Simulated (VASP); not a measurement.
CsLiMoO4, 7 atoms in the cell. The structure is cubic, space group F-43m (No. 216). The conventional cell has a = 8.250 Å, b = 8.250 Å, c = 8.250 Å, α = 90.00°, β = 90.00°, γ = 90.00°. Within 4.5 Å of Cs (site symmetry -43m) lie 12 O at 3.43 Å and 4 Li at 3.57 Å and 6 Mo at 4.13 Å. Within 2.4 Å of Li (site symmetry -43m) lie 4 O at 1.82 Å. Within 2.3 Å of Mo (site symmetry -43m) lie 4 O at 1.76 Å. Within 2.3 Å of O (site symmetry 3m) lie 1 Mo at 1.76 Å and 1 Li at 1.82 Å. 

| Quantity | Value |
| --- | --- |
| Program | VASP 6.6.1 |
| Task | phonons |
| Functional | LDA |
| Potentials or basis | VASP PAW LDA potentials, release 64 (Cs_sv, Li_sv, Mo_sv, O) |
| Cutoff | 600 eV |
| k mesh | 6 × 6 × 6 |
| Occupations | gaussian, width 0.03 eV |
| Spin | no spin polarisation |
| By perturbation theory | no |
| Further INCAR settings | ALGO = Normal; EDIFF = 1e-08; IBRION = 6; POTIM = 0.015; NSW = 1 |

Potentials or basis: VASP PAW LDA potentials, release 64 (Cs_sv, Li_sv, Mo_sv, O).

The run is started by

```console
$ cat potpaw_LDA.64/Cs_sv/POTCAR potpaw_LDA.64/Li_sv/POTCAR potpaw_LDA.64/Mo_sv/POTCAR potpaw_LDA.64/O/POTCAR > POTCAR
$ cp INCAR.step1 INCAR
$ mpirun -np 2 vasp_std > vasp.out
$ cp CONTCAR POSCAR
$ cp INCAR.step2 INCAR
$ mpirun -np 2 vasp_std > vasp.out
```

Hardware: 2 MPI ranks on Intel(R) Xeon(R) Platinum 8488C (Sapphire Rapids), on a shared host.

How long does it take, and how much memory?

It took 10 min on 2 MPI ranks on Intel(R) Xeon(R) Platinum 8488C (Sapphire Rapids), with other jobs on the host, peak memory 0.67 GiB a rank. Counts: k points 16, ion steps 3.
